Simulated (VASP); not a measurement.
**Be2Cd2S: relaxation of cell and atoms with PBE**

Crystal: Be2Cd2S.

```xyz
5
Lattice="3.7826 0.0000 0.0000 0.0000 3.7826 0.0000 0.0000 0.0000 7.7345" Properties=species:S:1:pos:R:3 pbc="T T T"
Be    1.8913    0.0000    5.7915
Be    0.0000    1.8913    5.7915
Cd    1.8913    0.0000    0.6760
Cd    0.0000    1.8913    0.6760
S     0.0000    0.0000    4.7012
```

The cell was generated, and may not be a known phase.

```yaml
Program: VASP 6.6.1
Task: relaxation of cell and atoms
Functional: PBE
Potentials_or_basis: VASP PAW PBE potentials, release 64 (Be, Cd, S)
Cutoff: 600 eV
k_mesh: 10 × 10 × 6
Occupations: gaussian, width 0.1 eV
Spin: no spin polarisation
Dipole_correction: no
Further_INCAR_settings: ALGO = Normal; EDIFF = 1e-06; IBRION = 2; EDIFFG = -0.01; NSW = 100; ISIF = 3
```

| Item | Value |
| --- | --- |
| Relaxed volume | 22.11 Å³/atom |
| Relaxed cell | a = 3.757 Å, b = 3.757 Å, c = 7.829 Å, α = 90.00°, β = 90.00°, γ = 90.00° |
| Space group after relaxing (to 0.1 Å) | P4mm (No. 99) |
| Energy gained by relaxing | 1.9 meV/atom |
| Ionic steps | 7 |
| Pressure after relaxing | 0.0 GPa |
| Largest force after relaxing | 0.009 eV/Å |
| Band gap on the k mesh | zero (bands 17 and 18 overlap by 2.58 eV) |

Forces in eV/Å, atoms in the order of the input:
```
Be   0.000  0.000 -0.007
Be   0.000  0.000 -0.007
Cd   0.000  0.000  0.003
Cd   0.000  0.000  0.003
S    0.000  0.000  0.009
```

The path:
| step | energy change (eV) | largest force (eV/Å) | pressure (GPa) | volume (Å³) |
| --- | --- | --- | --- | --- |
| 1 | 0.0000 | 0.1592 | -0.22 | 110.66 |
| 2 | -0.0080 | 0.0854 | 0.10 | 110.17 |
| 3 | -0.0089 | 0.0479 | 0.27 | 109.94 |
| 4 | -0.0096 | 0.0250 | 0.00 | 110.54 |
| 5 | -0.0096 | 0.0219 | -0.01 | 110.52 |
| 6 | -0.0096 | 0.0194 | 0.00 | 110.50 |
| 7 | -0.0096 | 0.0090 | 0.00 | 110.53 |

Final structure:
```xyz
5
Lattice="3.7574 0.0000 0.0000 0.0000 3.7574 0.0000 0.0000 0.0000 7.8292" Properties=species:S:1:pos:R:3 pbc="T T T"
Be    1.8787    0.0000    5.8612
Be    0.0000    1.8787    5.8612
Cd    1.8787    0.0000    0.6923
Cd    0.0000    1.8787    0.6923
S     0.0000    0.0000    4.7450
```

Levels at points of the mesh, in eV from the Fermi level:
| k point | band 14 | band 15 | band 16 | band 17 | band 18 | band 19 | band 20 | band 21 |
| --- | --- | --- | --- | --- | --- | --- | --- | --- |
| (0.00, 0.00, 0.00) | -4.60 | -4.60 | -1.30 | 0.42 | 1.92 | 2.61 | 2.61 | 3.33 |
| (0.50, 0.00, 0.00) | -4.38 | -4.14 | -3.96 | -0.93 | 1.04 | 2.27 | 2.69 | 3.47 |
| (0.50, 0.50, 0.00) | -4.44 | -2.71 | -1.40 | -1.27 | -1.27 | -0.71 | 1.44 | 1.44 |
| (0.00, 0.00, 0.50) | -4.60 | -4.60 | -2.37 | 0.80 | 1.91 | 2.47 | 2.47 | 3.58 |
| (0.50, 0.00, 0.50) | -4.50 | -4.13 | -3.49 | -0.51 | 0.26 | 2.32 | 2.70 | 2.89 |
| (0.50, 0.50, 0.50) | -4.52 | -2.67 | -1.34 | -1.34 | -1.18 | -0.82 | 1.90 | 1.90 |

Wall time 32 min on 1 thread of Intel Xeon 8259CL, with other jobs on the host, peak memory 0.41 GiB.
